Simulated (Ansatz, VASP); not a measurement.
## CaO in VASP and in Ansatz

The input POSCAR:

```
CaO
1.0
    0.0389885155      2.3811802279      2.4068143279
    2.4227138004     -0.0062111156      2.4520139590
    2.3789278414      2.3825939001      0.0375748433
Ca O
1 1
Direct
    0.4630442356      0.5207657224      0.5032164556
    0.0369557644     -0.0207657224     -0.0032164556
```

INCAR.step1

```
SYSTEM = CaO
PREC = Accurate ; ENCUT = 520
ISMEAR = 0 ; SIGMA = 0.05
LREAL = .FALSE. ; LASPH = .TRUE.
NELM = 100 ; NBANDS = 15
GGA = PE ; ALGO = Normal
EDIFF = 1E-4 ; LWAVE = .TRUE.
LCHARG = .FALSE.
```

Contents of INCAR.step2:

```
SYSTEM = CaO
PREC = Accurate ; ENCUT = 520
EDIFF = 1E-6 ; ISMEAR = 0
SIGMA = 0.05 ; LREAL = .FALSE.
LASPH = .TRUE. ; NELM = 100
ALGO = Normal ; ISIF = 2
LWAVE = .FALSE. ; LCHARG = .TRUE.
METAGGA = R2SCAN ; LMIXTAU = .TRUE.
LELF = .TRUE. ; LVHAR = .TRUE.
NBANDS = 15 ; ISTART = 1
```

File KPOINTS:

```
Automatic mesh
0
G
  8 8 8
  0 0 0
```

Input for Ansatz:

```yaml
crystal:
  lattice:
    - [0.0389885155, 2.3811802279, 2.4068143279]
    - [2.4227138004, -0.0062111156, 2.452013959]
    - [2.3789278414, 2.3825939001, 0.0375748433]
  atoms:
    - { symbol: Ca, position: [0.4630442356, 0.5207657224, 0.5032164556] }
    - { symbol: O, position: [0.0369557644, -0.0207657224, -0.0032164556] }
basis:
  ecutwfc: 500
  ecutrho_ratio: 4
kpoints:
  mp_grid: { grid: [8, 8, 8] }
hamiltonian:
  xc: r2scan
scf:
  occupations: { method: gaussian, width: 0.05 }
output:
  forces: true
  stress: true
  eigenvalues: true
```

Change from the starting cell: all atoms moved at random (sigma 0.1 Å), cell strained at random (1 %).

Alike in both runs: task single point; functional r2SCAN; k mesh 8 × 8 × 8; occupations gaussian, width 0.05 eV; no spin polarisation.

```csv
,VASP,Ansatz
version,VASP 6.6.1,Ansatz 0.2.0
potentials or method,"VASP PAW PBE potentials, release 64 (Ca_sv, O), cutoff 520 eV","scalar-relativistic, plane waves, PAW"
valence electrons in the cell,16,16
```

Ansatz gave:

| Item | Value |
| --- | --- |
| gap on the k mesh at the Fermi level (eV) | 4.43 |
| least direct gap on the mesh (eV) | 4.75 |
| pressure (GPa) | 2.8 |
| traceless stress, the component that is largest in VASP (GPa) | -2.86 |
| rms of the force components (eV/Å) | 0.470 |

Question: What did VASP give for the same quantities?

Answer: gap on the k mesh at the Fermi level (eV): 4.42; least direct gap on the mesh (eV): 4.74; pressure (GPa): 4.0; traceless stress, the component that is largest in VASP (GPa): -3.05; rms of the force components (eV/Å): 0.511.

VASP's potentials were made for PBE, not for r2SCAN. Atom by atom the forces differ by 0.042 eV/Å (rms over components). The functional is the same, so the differences come from potentials, cutoffs and numerics.
